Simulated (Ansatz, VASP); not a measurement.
Two plane-wave programs on LiF

File POSCAR:

```
LiF
1.0
    3.3125580464      0.0000000000      0.0000000000
   -1.6562790232      2.8687594197      0.0000000000
    0.0000000000      0.0000000000      4.0391983533
Li F
2 2
Direct
    0.3333333333      0.6666666667      0.2500000000
    0.6666666667      0.3333333333      0.7500000000
    0.6666666667      0.3333333333      0.2500000000
    0.3333333333      0.6666666667      0.7500000000
```

Contents of INCAR.step1:

```
PREC = Accurate ; ENCUT = 520
ISMEAR = 0 ; SIGMA = 0.01
LREAL = F ; LASPH = T
NELM = 60 ; NBANDS = 18
GGA = PE ; ALGO = Normal
EDIFF = 1E-4 ; LWAVE = T
LCHARG = F
```

The input INCAR.step2:

```
PREC = Accurate ; ENCUT = 520
EDIFF = 1E-6 ; ISMEAR = 0
SIGMA = 0.01 ; LREAL = F
LASPH = T ; NELM = 60
ALGO = Normal ; ISIF = 2
LWAVE = F ; LCHARG = F
METAGGA = R2SCAN ; LMIXTAU = T
NBANDS = 18 ; ISTART = 1
```

Contents of KPOINTS:

```
Automatic mesh
0
Gamma
  9 9 6
```

Input for Ansatz:

```yaml
crystal:
  lattice:
    - [3.3125580464, 0.0, 0.0]
    - [-1.6562790232, 2.8687594197, 0.0]
    - [0.0, 0.0, 4.0391983533]
  atoms:
    - { symbol: Li, position: [0.3333333333, 0.6666666667, 0.25] }
    - { symbol: Li, position: [0.6666666667, 0.3333333333, 0.75] }
    - { symbol: F, position: [0.6666666667, 0.3333333333, 0.25] }
    - { symbol: F, position: [0.3333333333, 0.6666666667, 0.75] }
kpoints:
  mp_grid: { grid: [9, 9, 6] }
hamiltonian:
  xc: r2scan
scf:
  occupations: { method: fixed }
  n_extra_bands: 5
output:
  forces: true
  stress: true
  eigenvalues: true
```

Alike in both runs: task single point; functional r2SCAN; k mesh 9 × 9 × 6; no spin polarisation.

```csv
,VASP,Ansatz
version,VASP 6.6.1,Ansatz 0.2.0
potentials or method,"VASP PAW PBE potentials, release 64 (Li_sv, F)","plane waves, PAW"
plane-wave cutoff (eV),520,500
occupations,"gaussian, width 0.01 eV",fixed
valence electrons in the cell,20,20
```

VASP gave:

```
gap on the k mesh at the Fermi level (eV) : 8.48
```

Question: Estimate Ansatz's values.

Answer: gap on the k mesh at the Fermi level (eV): 8.37.

VASP's potentials were made for PBE, not for r2SCAN.

Noted on VASP's run: the cutoff is short for stress, so the pressure is rough.
